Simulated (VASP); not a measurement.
Wanted: the native input for a VASP 6.6.1 run.

```yaml
Task: single point
Functional: PBE
Potentials_or_basis: VASP PAW PBE potentials, release 64 (Al)
Cutoff: 520 eV
k_mesh: 10 × 10 × 10
Occupations: fermi-dirac, width 0.1 eV
Spin: no spin polarisation
Dipole_correction: no
Further_INCAR_settings: ALGO = Normal; EDIFF = 1e-06; NBANDS = 8
```

The structure of Al lies in POSCAR:

```
Al
1.0
    0.0000000000      2.0112152952      2.0112152952
    2.0112152952      0.0000000000      2.0112152952
    2.0112152952      2.0112152952      0.0000000000
Al
1
Direct
    0.0000000000      0.0000000000      0.0000000000
```

One way to write it, as run:

INCAR

```
PREC     = Accurate       # precision mode
ENCUT    = 520            # plane-wave cutoff, eV
EDIFF    = 1E-6           # SCF threshold, eV
ISMEAR   = -1             # smearing method
SIGMA    = 0.1            # smearing width, eV
LREAL    = F              # projectors in reciprocal space
LASPH    = T              # aspherical terms in the spheres
NELM     = 100            # most SCF steps
ALGO     = Normal         # electronic algorithm
ISIF     = 2              # what is computed and relaxed
LWAVE    = F              # write WAVECAR
LCHARG   = F              # write CHGCAR
GGA      = PE             # functional
NBANDS   = 8              # bands
```

KPOINTS

```
Automatic mesh
0
Gamma
  10 10 10
```

Potentials or basis: VASP PAW PBE potentials, release 64 (Al).

Launch:

```bash
$ cat potpaw_PBE.64/Al/POTCAR > POTCAR
$ mpirun -np 1 vasp_std > vasp.out
```

Results of the run:

```yaml
Pressure: 1.0 GPa
```

Wall time 2.9 s on 1 thread of Intel(R) Xeon(R) Platinum 8559C (Emerald Rapids), with other jobs on the host, peak memory 0.13 GiB.
